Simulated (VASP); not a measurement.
# Ge (Fd-3m) in VASP: a series of runs, part 2 of 2

VASP 6.6.1. The steps go on from the part before.

**5. Relaxation of the atoms, LDA (strained cell)**

Input file INCAR:

```
SYSTEM = Ge
ALGO     = Normal         ! electronic algorithm
EDIFF    = 1E-6           ! SCF threshold, eV
EDIFFG   = -0.002         ! ionic threshold
ENCUT    = 520            ! plane-wave cutoff, eV
IBRION   = 2              ! ionic algorithm
ISIF     = 2              ! what is computed and relaxed
ISMEAR   = 0              ! smearing method
LASPH    = .TRUE.         ! aspherical terms in the spheres
LCHARG   = .FALSE.        ! write CHGCAR
LREAL    = .FALSE.        ! projectors in reciprocal space
LWAVE    = .FALSE.        ! write WAVECAR
NELM     = 60             ! most SCF steps
NSW      = 60             ! ionic steps
PREC     = Accurate       ! precision mode
SIGMA    = 0.1            ! smearing width, eV
```

Input file KPOINTS:

```
k-points
0
G
  12 12 12
  0 0 0
```

Input file POSCAR:

```
Ge
1.0
    0.0000000000      2.7827512466      2.7827512466
    2.7827512466      0.0000000000      2.7827512466
    2.7827512466      2.7827512466      0.0000000000
Ge
2
Direct
    0.0000000000      0.0000000000      0.0000000000
    0.2500000000      0.2500000000      0.2500000000
```

Potentials or basis: VASP PAW LDA potentials, release 64 (Ge_d).

Command:

```
$ cat potpaw_LDA.64/Ge_d/POTCAR > POTCAR
$ mpirun -np 1 vasp_std > vasp.out
```

OUTCAR:

```text
SYSTEM = Ge
   EDIFF = 1E-6
   EDIFFG = -0.002
   ENCUT = 520
   IBRION = 2
   ISIF = 2
   ISMEAR = 0
   LASPH = .TRUE.
   LREAL = .FALSE.
   NELM = 60
   NSW = 60
   PREC = Accurate

 ion  position               nearest neighbor table
   1  0.000  0.000  0.000-   2 2.41   2 2.41   2 2.41   2 2.41
   2  0.250  0.250  0.250-   1 2.41   1 2.41   1 2.41   1 2.41

  LATTYP: Found a face centered cubic cell.
 ALAT       =     5.5655024932

  Lattice vectors:

 A1 = (   0.0000000000,   2.7827512466,   2.7827512466)
 A2 = (   2.7827512466,   0.0000000000,   2.7827512466)
 A3 = (   2.7827512466,   2.7827512466,   0.0000000000)

Analysis of symmetry for initial positions (statically):
=====================================================================
 Subroutine PRICEL returns:
 Original cell was already a primitive cell.

 Routine SETGRP: Setting up the symmetry group for a
 face centered cubic supercell.

 Subroutine GETGRP returns: Found 48 space group operations
 (whereof 24 operations were pure point group operations)
 out of a pool of 48 trial point group operations.

The static configuration has the point symmetry T_d .
 The point group associated with its full space group is O_h .

Analysis of symmetry for dynamics (positions and initial velocities):
=====================================================================
 Subroutine PRICEL returns:
 Original cell was already a primitive cell.

 Routine SETGRP: Setting up the symmetry group for a
 face centered cubic supercell.

 Subroutine GETGRP returns: Found 48 space group operations
 (whereof 24 operations were pure point group operations)
 out of a pool of 48 trial point group operations.

The dynamic configuration has the point symmetry T_d .
 The point group associated with its full space group is O_h .

 Subroutine INISYM returns: Found 48 space group operations
 (whereof 24 operations are pure point group operations),
 and found     1 'primitive' translations

----------------------------------------------------------------------------------------

                                     Primitive cell

  volume of cell :      43.0976

  direct lattice vectors                    reciprocal lattice vectors
     0.000000000  2.782751247  2.782751247    -0.179678295  0.179678295  0.179678295
     2.782751247  0.000000000  2.782751247     0.179678295 -0.179678295  0.179678295
     2.782751247  2.782751247  0.000000000     0.179678295  0.179678295 -0.179678295

  length of vectors
     3.935404554  3.935404554  3.935404554     0.311211936  0.311211936  0.311211936

  position of ions in fractional coordinates (direct lattice)
     0.000000000  0.000000000  0.000000000
     0.250000000  0.250000000  0.250000000

  ion indices of the primitive-cell ions
   primitive index   ion index
                 1           1
                 2           2

----------------------------------------------------------------------------------------

 KPOINTS: k-points

Automatic generation of k-mesh.
 Grid dimensions read from file:
 generate k-points for:   12   12   12

 Generating k-lattice:

  Cartesian coordinates                     Fractional coordinates (reciprocal lattice)
    -0.014973191  0.014973191  0.014973191     0.083333333  0.000000000  0.000000000
     0.014973191 -0.014973191  0.014973191     0.000000000  0.083333333  0.000000000
     0.014973191  0.014973191 -0.014973191     0.000000000  0.000000000  0.083333333

  Length of vectors
     0.025934328  0.025934328  0.025934328

  Shift w.r.t. Gamma in fractional coordinates (k-lattice)
     0.000000000  0.000000000  0.000000000

 Subroutine IBZKPT returns following result:
 ===========================================

 Found     72 irreducible k-points:

 Following reciprocal coordinates:
            Coordinates               Weight
  0.000000  0.000000  0.000000      1.000000
  0.083333  0.000000  0.000000      8.000000
  0.166667  0.000000  0.000000      8.000000
  0.250000  0.000000  0.000000      8.000000
  0.333333  0.000000  0.000000      8.000000
  0.416667  0.000000  0.000000      8.000000
[... 16 lines left out ...]
  0.500000  0.166667  0.000000     24.000000
 -0.416667  0.166667  0.000000     24.000000
 [... further k-points ...]
   k-points           NKPTS =     72   k-points in BZ     NKDIM =     72   number of bands    NBANDS=     18
   number of dos      NEDOS =    301   number of ions     NIONS =      2
   total plane-waves  NPLWV =  27000
   dimension x,y,z NGX =    30 NGY =   30 NGZ =   30
   dimension x,y,z NGXF=    60 NGYF=   60 NGZF=   60
   ions per type =               2
   NGX,Y,Z   is equivalent  to a cutoff of  12.67, 12.67, 12.67 a.u.
   NGXF,Y,Z  is equivalent  to a cutoff of  25.35, 25.35, 25.35 a.u.
 SYSTEM =  Ge
   PREC   = accura    normal or accurate (medium, high low for compatibility)
   ISTART =      0    job   : 0-new  1-cont  2-samecut
   ICHARG =      2    charge: 1-file 2-atom 10-const
   ISPIN  =      1    spin polarized calculation?
   LNONCOLLINEAR =      F non collinear calculations
   LSORBIT =      F    spin-orbit coupling
   LASPH  =      T    aspherical Exc in radial PAW
   ENCUT  =  520.0 eV  38.22 Ry    6.18 a.u.   7.32  7.32  7.32*2*pi/ulx,y,z
   NELM   =     60;   NELMIN=  2; NELMDL= -5     # of ELM steps
   EDIFF  = 0.1E-05   stopping-criterion for ELM
   LREAL  =      F    real-space projection
   EDIFFG = -.2E-02   stopping-criterion for IOM
   NSW    =     60    number of steps for IOM
   IBRION =      2    ionic relax: 0-MD 1-quasi-New 2-CG
   NFREE  =      1    steps in history (QN), initial steepest desc. (CG)
   ISIF   =      2    stress and relaxation
   ISYM   =      2    0-nonsym 1-usesym 2-fastsym
   POTIM  = 0.5000    time-step for ionic-motion
   TEBEG  =    0.0;   TEEND  =   0.0 temperature during run
   PSTRESS=    0.0 pullay stress
   NELECT =      28.0000    total number of electrons
   NUPDOWN=      -1.0000    fix difference up-down
   EMIN   =  10.00;   EMAX   =-10.00  energy-range for DOS
   EFERMI =   0.00;   METHOD = LEGACY
   ISMEAR =     0;   SIGMA  =   0.10  broadening in eV -4-tet -1-fermi 0-gaus
   EFERMI_NEDOS =   21; number of points for ismear=-14 and -15
   IALGO  =     38    algorithm
   IMIX   =      4    mixing-type and parameters
     AMIX     =   0.40;   BMIX     =  1.00
     AMIX_MAG =   1.60;   BMIX_MAG =  1.00
  volume/ion in A,a.u.               =      21.55       145.42
  Fermi-wavevector in a.u.,A,eV,Ry     =   1.417892  2.679427 27.353390  2.010417
  Thomas-Fermi vector in A             =   2.539075
   LORBIT       =      0    0 simple, 1 ext, 2 COOP (PROOUT), +10 PAW based schemes
   GGA     = CA    functional components
   LHFCALC =     F    Hartree Fock is set to
   AEXX    =    0.0000 exact exchange contribution
   IVDW    =     0    specifies the selected vdW correction
   LEPSILON=     F    determine dielectric tensor
   LRPA    =     F    only Hartree local field effects (RPA)
 conjugate gradient relaxation of ions
 non-spin polarized calculation
 Gauss-broadening in eV      SIGMA  =   0.10
  energy-cutoff  :      520.00
  volume of cell :       43.10
 maximum number of plane-waves:      1211
 NGX is ok and might be reduce to    30
   NGX = 15   NGY = 15   NGZ = 15

 number of electron      28.0000010 magnetization

 Free energy of the ion-electron system (eV)
  ---------------------------------------------------
  ext. energy  EPLUGINS =         0.00000000
  ---------------------------------------------------
  free energy    TOTEN  =       -10.38023861 eV

  energy without entropy =      -10.38016156  energy(sigma->0) =      -10.38020008

 E-fermi :   5.3194     XC(G=0): -10.5232

 val. band max:        5.2175851802   @ k =   0.0000   0.0000   0.0000
 cond. band min:       5.4393859449   @ k =   0.5000   0.0000   0.0000
 fundamental gap:      0.2218007647
 Fermi energy:         5.3194001804

 k-point     1 :       0.0000    0.0000    0.0000
  band No.  band energies     occupation
      1     -19.7986      2.00000
      2     -19.7986      2.00000
      3     -19.7986      2.00000
      4     -19.7579      2.00000
      5     -19.7579      2.00000
      6     -19.5189      2.00000
[... 10 lines left out ...]
     17       7.7651      0.00000
     18       7.7651      0.00000
[... 466 lines left out ...]
      2     -19.8329      2.00000
      3     -19.7537      2.00000
      4     -19.6960      2.00000
      5     -19.6874      2.00000
      6     -19.5834      2.00000
[... 10 lines left out ...]
     17       9.9910      0.00000
     18      12.9034      0.00000

 [... further k-points ...]

------------------------ aborting loop because EDIFF is reached ----------------------------------------

  FORCE on cell =-STRESS in cart. coord.  units (eV):
  Direction    XX          YY          ZZ          XY          YZ          ZX
  --------------------------------------------------------------------------------------
  -------------------------------------------------------------------------------------
  Total        0.6725176      0.6725176      0.6725176      0.0000000      0.0000000      0.0000000
  in kB       25.0012143     25.0012143     25.0012143      0.0000000      0.0000000      0.0000000
  external PRESSURE =      25.0012143 kB  Pullay stress =       0.0000000 kB

 VOLUME and BASIS-vectors are now :
 -----------------------------------------------------------------------------
  energy-cutoff  :      520.00
  volume of cell :       43.10
      direct lattice vectors                 reciprocal lattice vectors
     0.000000000  2.782751247  2.782751247    -0.179678295  0.179678295  0.179678295
     2.782751247  0.000000000  2.782751247     0.179678295 -0.179678295  0.179678295
     2.782751247  2.782751247  0.000000000     0.179678295  0.179678295 -0.179678295

 POSITION                                       TOTAL-FORCE (eV/Angst)
 -----------------------------------------------------------------------------------
      0.00000      0.00000      0.00000        -0.000000     -0.000000     -0.000000
      1.39138      1.39138      1.39138         0.000000      0.000000      0.000000
 -----------------------------------------------------------------------------------
    total drift:                                0.000000     -0.000000      0.000000

  FREE ENERGIE OF THE ION-ELECTRON SYSTEM (eV)
  ---------------------------------------------------
  free  energy   TOTEN  =       -10.3802386058 eV

  energy  without entropy=      -10.3801615627  energy(sigma->0) =      -10.38020008

 reached required accuracy - stopping structural energy minimisation
```

Run time: 41 s. Hardware: 1 thread of Intel Xeon Platinum 8375C at 2.90GHz (Ice Lake), shared host; peak memory 0.17 GiB.

What came out:

```
Free energy             : -10.3802 eV
Pressure after relaxing : 2.5 GPa
Band gap on the k mesh  : 0.22 eV (least direct gap 0.31 eV)
```

Final structure:
```
Ge
1.0
     0.00000    2.78275    2.78275
     2.78275    0.00000    2.78275
     2.78275    2.78275    0.00000
Ge
2
Direct
  0.00000 0.00000 0.00000
  0.25000 0.25000 0.25000
```

Caveat: the cell differs from its parent crystal (strained cell); the relaxation stopped at its first step, so nothing moved. A k mesh can miss the band edges.

**6. Summary**

```csv
task,cell,smearing,gap on the mesh (eV),pressure (GPa)
single point,as given,gaussian 0.1 eV,0.22,2.5
single point,as given,gaussian 0.01 eV,0.22,2.6
relaxation of the atoms,atoms relaxed,gaussian 0.1 eV,0.22,2.5
```

Alike in all rows: level LDA; potentials or basis VASP PAW LDA potentials, release 64 (Ge_d); no spin polarisation; k mesh 12 × 12 × 12; cutoff (eV) 520.

Caveats: the relaxation stopped at its first step, so nothing moved (at least some runs).

Absolute energies hang on the potentials; compare differences alone.
